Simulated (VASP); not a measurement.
Set up this calculation in VASP 6.6.1, as the native input.

```
Task                   : single point
Functional             : PBEsol
Dispersion             : D3(BJ)
Potentials or basis    : VASP PAW PBE potentials, release 64 (Te, Mo_sv, H)
Cutoff                 : 400 eV
k mesh                 : 9 × 9 × 2
Occupations            : gaussian, width 0.05 eV
Spin                   : no spin polarisation
Dipole correction      : no
Further INCAR settings : ALGO = Normal; EDIFF = 1e-06; NBANDS = 50
```

The structure of Te6Mo3H (a cell with a defect) lies in POSCAR:

```
Te6Mo3H
1.0
    3.4334342720      0.0000000000      0.0000000000
   -1.7167171360      2.9734413017      0.0000000000
    0.0000000000      0.0000000000     20.7704294686
Te Mo H
6 3 1
Direct
    0.0000000000      0.0000000000      0.9125759363
    0.3333333333      0.6666666667      0.5917818730
    0.3333333333      0.6666666667      0.2333053354
    0.3333333333      0.6666666667      0.7666946646
    0.3333333333      0.6666666667      0.4082181270
    0.0000000000      0.0000000000      0.0874240637
    0.0000000000      0.0000000000      0.6791511892
    0.0000000000      0.0000000000      0.3208488108
    0.3333333333      0.6666666667      0.0000000000
   -0.3023098300     -0.5261549150      0.7523436347
```

These files were run (other wordings do the same):

INCAR

```
SYSTEM = Te6Mo3H
ALGO = Normal ; EDIFF = 1E-6
ENCUT = 400 ; GGA = PS
GGA_COMPAT = .FALSE. ; ISIF = 2
ISMEAR = 0 ; IVDW = 12
LASPH = .TRUE. ; LCHARG = .FALSE.
LREAL = .FALSE. ; LWAVE = .FALSE.
NBANDS = 50 ; NELM = 120
PREC = Accurate ; SIGMA = 0.05
```

KPOINTS

```
k-points
0
G
  9 9 2
  0 0 0
```

Potentials or basis: VASP PAW PBE potentials, release 64 (Te, Mo_sv, H).

Run with:

```sh
$ cat potpaw_PBE.64/Te/POTCAR potpaw_PBE.64/Mo_sv/POTCAR potpaw_PBE.64/H/POTCAR > POTCAR
$ mpirun -np 1 vasp_std > vasp.out
```

Results of the run:

| Property | Result |
| --- | --- |
| Pressure | 3.0 GPa |
| Largest force | 2.388 eV/Å |
| Band gap on the k mesh | zero (an odd number of electrons rules out a gap without spin polarisation) |
| Dispersion energy per atom | -0.504 eV |

Caveat: the PAW data sets were made with another functional, which shifts forces and pressure a little; spin-orbit coupling is left out, which moves the levels of the heavy elements.

It took 20 min on 1 thread of Intel Xeon 8259CL (shared host), peak memory 0.6 GiB.
